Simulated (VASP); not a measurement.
# CsMgF3 (Amm2) in VASP: further runs, part 3 of 3

VASP 6.6.1. The steps go on from the part before.

## 6. Single point, LDA

File INCAR:

```
SYSTEM = CsMgF3
PREC = Accurate ; ENCUT = 520
EDIFF = 1E-7 ; ISMEAR = 0
SIGMA = 0.05 ; LREAL = .False.
LASPH = .True. ; NELM = 80
ALGO = Normal ; ISIF = 2
LWAVE = .False. ; LCHARG = .False.
NBANDS = 24
```

File KPOINTS:

```
regular mesh
0
Gamma
  6 6 6
  0 0 0
```

File POSCAR:

```
CsMgF3
1.0
    4.2523070000      0.0000000000      0.0000000000
    0.0000000000      4.2523070000      0.0000000000
    0.0000000000      0.0000000000      4.2523070000
Cs Mg F
1 1 3
Direct
    0.0000000000      0.0000000000      0.0000000000
    0.5000000000      0.5000000000      0.5000000000
    0.0000000000      0.4854498174      0.4854498174
    0.5000000000     -0.0145501826      0.4854498174
    0.5000000000      0.4854498174     -0.0145501826
```

Potentials or basis: VASP PAW LDA potentials, release 64 (Cs_sv, Mg, F).

The run is started by

```sh
$ cat potpaw_LDA.64/Cs_sv/POTCAR potpaw_LDA.64/Mg/POTCAR potpaw_LDA.64/F/POTCAR > POTCAR
$ mpirun -np 1 vasp_std > vasp.out
```

OUTCAR:

```text
SYSTEM = CsMgF3
   PREC = Accurate
   ENCUT = 520
   EDIFF = 1E-7
   ISMEAR = 0
   LREAL = .False.
   LASPH = .True.
   NELM = 80
   ISIF = 2

 ion  position               nearest neighbor table
   1  0.000  0.000  0.000-
   2  0.500  0.500  0.500-   4 2.07   5 2.07   3 2.13   3 2.13   4 2.19   5 2.19
   3  0.000  0.485  0.485-   2 2.13   2 2.13
   4  0.500  0.985  0.485-   2 2.07   2 2.19
   5  0.500  0.485  0.985-   2 2.07   2 2.19

  LATTYP: Found a simple cubic cell.
 ALAT       =     4.2523070000

  Lattice vectors:

 A1 = (   4.2523070000,   0.0000000000,   0.0000000000)
 A2 = (   0.0000000000,   4.2523070000,   0.0000000000)
 A3 = (   0.0000000000,   0.0000000000,   4.2523070000)

Analysis of symmetry for initial positions (statically):
=====================================================================
 Subroutine PRICEL returns:
 Original cell was already a primitive cell.

[... 168 lines left out ...]
  ---------------------------------------------------
  ext. energy  EPLUGINS =         0.00000000
  ---------------------------------------------------
  free energy    TOTEN  =       -26.26135609 eV

  energy without entropy =      -26.26135609  energy(sigma->0) =      -26.26135609

 E-fermi :  -1.1225     XC(G=0): -10.1436

 val. band max:       -1.4201207735   @ k =   0.0000   0.0000   0.0000
 cond. band min:       4.9239833538   @ k =   0.0000   0.0000   0.0000
 fundamental gap:      6.3441041273
 Fermi energy:        -1.1224617355

 k-point     1 :       0.0000    0.0000    0.0000
  band No.  band energies     occupation
      1     -21.0248      2.00000
      2     -20.3911      2.00000
      3     -20.3850      2.00000
      4     -17.9354      2.00000
      5      -5.5578      2.00000
      6      -5.5577      2.00000
[... 637 lines left out ...]
     23      12.1687      0.00000
     24      12.3231      0.00000

 [... further k-points ...]
[... 5 lines left out ...]
  --------------------------------------------------------------------------------------
  -------------------------------------------------------------------------------------
  Total       -3.4734694     -3.3588197     -3.3588197      0.0000000      0.0235948      0.0000000
  in kB      -72.3769415    -69.9879759    -69.9879759      0.0000000      0.4916472      0.0000000
  external PRESSURE =     -70.7842978 kB  Pullay stress =       0.0000000 kB

 VOLUME and BASIS-vectors are now :
 -----------------------------------------------------------------------------
  energy-cutoff  :      520.00
  volume of cell :       76.89
      direct lattice vectors                 reciprocal lattice vectors
     4.252307000  0.000000000  0.000000000     0.235166464  0.000000000  0.000000000
     0.000000000  4.252307000  0.000000000     0.000000000  0.235166464  0.000000000
     0.000000000  0.000000000  4.252307000     0.000000000  0.000000000  0.235166464

 POSITION                                       TOTAL-FORCE (eV/Angst)
 -----------------------------------------------------------------------------------
      0.00000      0.00000      0.00000         0.000000     -0.131384     -0.131384
      2.12615      2.12615      2.12615         0.000000     -0.134466     -0.134466
      0.00000      2.06428      2.06428         0.000000      0.122572      0.122572
      2.12615      4.19044      2.06428         0.000000      0.023838      0.119439
      2.12615      2.06428      4.19044         0.000000      0.119439      0.023838
 -----------------------------------------------------------------------------------
    total drift:                                0.000000      0.000096      0.000096

  FREE ENERGIE OF THE ION-ELECTRON SYSTEM (eV)
  ---------------------------------------------------
  free  energy   TOTEN  =       -26.2613560859 eV

  energy  without entropy=      -26.2613560859  energy(sigma->0) =      -26.26135609
```

OSZICAR:

```text
N       E                     dE             d eps       ncg     rms          rms(c)
DAV:   1     0.181475214031E+03    0.18148E+03   -0.16968E+04  2496   0.125E+03
DAV:   2    -0.184959213475E+02   -0.19997E+03   -0.19079E+03  3400   0.269E+02
DAV:   3    -0.285508902549E+02   -0.10055E+02   -0.10017E+02  3216   0.594E+01
DAV:   4    -0.286066516958E+02   -0.55761E-01   -0.55759E-01  2640   0.516E+00
DAV:   5    -0.286069391003E+02   -0.28740E-03   -0.28740E-03  3224   0.364E-01    0.851E+00
DAV:   6    -0.263431920869E+02    0.22637E+01   -0.70618E+00  2920   0.234E+01    0.279E+00
DAV:   7    -0.263148538776E+02    0.28338E-01   -0.69741E-01  2528   0.448E+00    0.183E+00
DAV:   8    -0.262668605633E+02    0.47993E-01   -0.10533E-01  3080   0.277E+00    0.421E-01
DAV:   9    -0.262612659420E+02    0.55946E-02   -0.15375E-02  3152   0.963E-01    0.903E-02
DAV:  10    -0.262613621639E+02   -0.96222E-04   -0.11761E-03  2896   0.219E-01    0.159E-02
DAV:  11    -0.262613565448E+02    0.56191E-05   -0.40727E-05  3104   0.395E-02    0.425E-03
DAV:  12    -0.262613560920E+02    0.45287E-06   -0.18609E-06  3072   0.116E-02    0.120E-03
DAV:  13    -0.262613560859E+02    0.60340E-08   -0.32376E-07  2776   0.351E-03
   1 F= -.26261356E+02 E0= -.26261356E+02  d E =-.974708E-19
```

stdout:

```text
POSCAR found type information on POSCAR CsMgF
 POSCAR found :  3 types and       5 ions
 scaLAPACK will be used
 LDA part: xc-table for (Slater(with rela. corr.)+CA(PZ))
 , standard interpolation
 POSCAR, INCAR and KPOINTS ok, starting setup
 FFT: planning ... GRIDC
 FFT: planning ... GRID_SOFT
 FFT: planning ... GRID
 WAVECAR not read
 entering main loop
```

Wall time 44 s (1 thread of Intel Xeon Platinum 8488C (Sapphire Rapids), shared host); peak memory 0.21 GiB.

Results:

```yaml
Free_energy: -26.2614 eV
Pressure: -7.1 GPa
Largest_force: 0.190 eV/Å
Band_gap_on_the_k_mesh: 6.34 eV, direct
```

Forces on the atoms (eV/Å):
```
Cs   0.000 -0.131 -0.131
Mg   0.000 -0.134 -0.134
F    0.000  0.123  0.123
F    0.000  0.024  0.119
F    0.000  0.119  0.024
```

Levels at points of the mesh, in eV from the valence-band top:
```
           k point  band 13  band 14  band 15  band 16  band 17  band 18  band 19  band 20
(0.00, 0.00, 0.00)    -0.70    -0.01     0.00     0.00     6.34     8.41     8.41    11.20
(0.50, 0.00, 0.00)    -0.67    -0.66    -0.42    -0.41     9.06     9.20     9.51    11.45
(0.00, 0.50, 0.00)    -0.67    -0.66    -0.42    -0.42     9.05     9.22     9.51    11.48
(0.50, 0.50, 0.00)    -1.06    -0.23    -0.18    -0.17     8.83    10.41    11.66    11.66
(0.00, 0.50, 0.50)    -1.06    -0.24    -0.18    -0.16     8.82    10.43    11.67    11.69
(0.50, 0.50, 0.50)    -0.20    -0.17    -0.17    -0.16     8.63     8.63     8.64    11.91
```

Caveat: the cell differs from its parent crystal (all F atoms moved +0.087 Å, as atom 3 towards its neighbour atom 1 (Cs) at 3.007 Å); spin-orbit coupling is left out, which moves the levels of the heavy elements. A k mesh can miss the band edges.
